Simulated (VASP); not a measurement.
Here is a VASP 6.6.1 calculation.

Contents of POSCAR:

```
Ga3PN2
1.0
    3.3963461515      0.0000000000      0.0000000000
   -1.6981730758      2.9413220472      0.0000000000
    0.0000000000      0.0000000000      8.4453061235
N P Ga
2 1 3
Direct
    0.0000000000      0.0000000000      0.0166058594
    0.3333333333      0.6666666667      0.3154627362
    0.6666666667      0.3333333333      0.6623394876
    0.3333333333      0.6666666667      0.0845341112
    0.6666666667      0.3333333333      0.3852571607
    0.0000000000      0.0000000000      0.7858006450
```

Contents of INCAR.step1:

```
SYSTEM = Ga3PN2
PREC = Accurate
ENCUT = 520
ISMEAR = -1
SIGMA = 0.02
LREAL = .FALSE.
LASPH = .TRUE.
NELM = 100
NBANDS = 36
GGA = PE
ALGO = Normal
EDIFF = 1E-4
LWAVE = .TRUE.
LCHARG = .FALSE.
```

Contents of INCAR.step2:

```
SYSTEM = Ga3PN2
PREC = Accurate
ENCUT = 520
EDIFF = 1E-6
ISMEAR = -1
SIGMA = 0.02
LREAL = .FALSE.
LASPH = .TRUE.
NELM = 100
ALGO = Normal
ISIF = 2
LWAVE = .FALSE.
LCHARG = .FALSE.
METAGGA = R2SCAN
LMIXTAU = .TRUE.
NBANDS = 36
ISTART = 1
```

Contents of KPOINTS:

```
Automatic mesh
0
G
  12 12 4
  0 0 0
```

Potentials or basis: VASP PAW PBE potentials, release 64 (N, P, Ga_d).

Launch:

```sh
$ cat potpaw_PBE.64/N/POTCAR potpaw_PBE.64/P/POTCAR potpaw_PBE.64/Ga_d/POTCAR > POTCAR
$ cp INCAR.step1 INCAR
$ mpirun -np 1 vasp_std > vasp.out
$ cp INCAR.step2 INCAR
$ mpirun -np 1 vasp_std > vasp.out
```

Q: Estimate the band gap on the k mesh.

A: Zero (bands 27 and 28 overlap by 0.22 eV).

Q: Predict the pressure.

A: 0.4 GPa.

Forces in eV/Å, atoms in the order of the input:
```
N    0.000  0.000  0.026
N    0.000  0.000  0.033
P    0.000  0.000  0.015
Ga   0.000  0.000 -0.023
Ga   0.000  0.000  0.029
Ga   0.000  0.000 -0.081
```

Caveat: semilocal functionals underestimate gaps, and a narrow one can read as zero; the PAW data sets were made with another functional, which shifts forces and pressure a little.
